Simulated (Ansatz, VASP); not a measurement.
# Two plane-wave programs on GaN

POSCAR

```
GaN
1.0
    3.2785913828      0.0000000000      0.0000000000
   -1.6392956914      2.8393434261      0.0000000000
    0.0000000000      0.0000000000      5.2613501861
Ga N
2 2
Direct
    0.3333333333      0.6666666667      0.9991101046
    0.6666666667      0.3333333333      0.4991101046
    0.3333333333      0.6666666667      0.3758898954
    0.6666666667      0.3333333333      0.8758898954
```

File INCAR.step1:

```
PREC = Accurate ; ENCUT = 520
ISMEAR = 0 ; SIGMA = 0.05
LREAL = False ; LASPH = True
NELM = 100 ; NBANDS = 26
GGA = PE ; ALGO = Normal
EDIFF = 1E-4 ; LWAVE = True
LCHARG = False
```

Contents of INCAR.step2:

```
PREC = Accurate ; ENCUT = 520
EDIFF = 1E-6 ; ISMEAR = 0
SIGMA = 0.05 ; LREAL = False
LASPH = True ; NELM = 100
ALGO = Normal ; ISIF = 2
LWAVE = False ; LCHARG = False
METAGGA = R2SCAN ; LMIXTAU = True
NBANDS = 26 ; ISTART = 1
```

The input KPOINTS:

```
regular mesh
0
Gamma
  12 12 6
```

Input for Ansatz:

```yaml
crystal:
  lattice:
    - [3.2785913828, 0.0, 0.0]
    - [-1.6392956914, 2.8393434261, 0.0]
    - [0.0, 0.0, 5.2613501861]
  atoms:
    - { symbol: Ga, position: [0.3333333333, 0.6666666667, 0.9991101046] }
    - { symbol: Ga, position: [0.6666666667, 0.3333333333, 0.4991101046] }
    - { symbol: "N", position: [0.3333333333, 0.6666666667, 0.3758898954] }
    - { symbol: "N", position: [0.6666666667, 0.3333333333, 0.8758898954] }
basis:
  ecutwfc: 500
kpoints:
  mp_grid: { grid: [12, 12, 6] }
hamiltonian:
  xc: r2scan
scf:
  occupations: { method: gaussian, width: 0.05 }
output:
  forces: true
  stress: true
  eigenvalues: true
  write_density: true
  write_potential: true
  elf: true
  volumetric_format: npy
```

Change from the starting cell: strain +0.030 along x and y, +0.015 along z, atoms carried along.

Alike in both runs: task single point; functional r2SCAN; k mesh 12 × 12 × 6; occupations gaussian, width 0.05 eV; no spin polarisation.

|  | VASP | Ansatz |
| --- | --- | --- |
| version | VASP 6.6.1 | Ansatz 0.2.0 |
| potentials or method | VASP PAW PBE potentials, release 64 (Ga_d, N), cutoff 520 eV | scalar-relativistic, plane waves, PAW |
| valence electrons in the cell | 36 | 36 |

```csv
,VASP,Ansatz,Ansatz less VASP
gap on the k mesh at the Fermi level (eV),1.85,1.85,+0.004
least direct gap on the mesh (eV),1.85,1.85,+0.004
pressure (GPa),-11.6,-12.4,-0.80
"traceless stress, the component that is largest in VASP (GPa)",3.30,3.15,-0.150
rms of the force components (eV/Å),0.058,0.060,+0.0016
```

VASP's potentials were made for PBE, not for r2SCAN. Atom by atom the forces differ by 0.002 eV/Å (rms over components). The functional is the same, so the differences come from potentials, cutoffs and numerics.
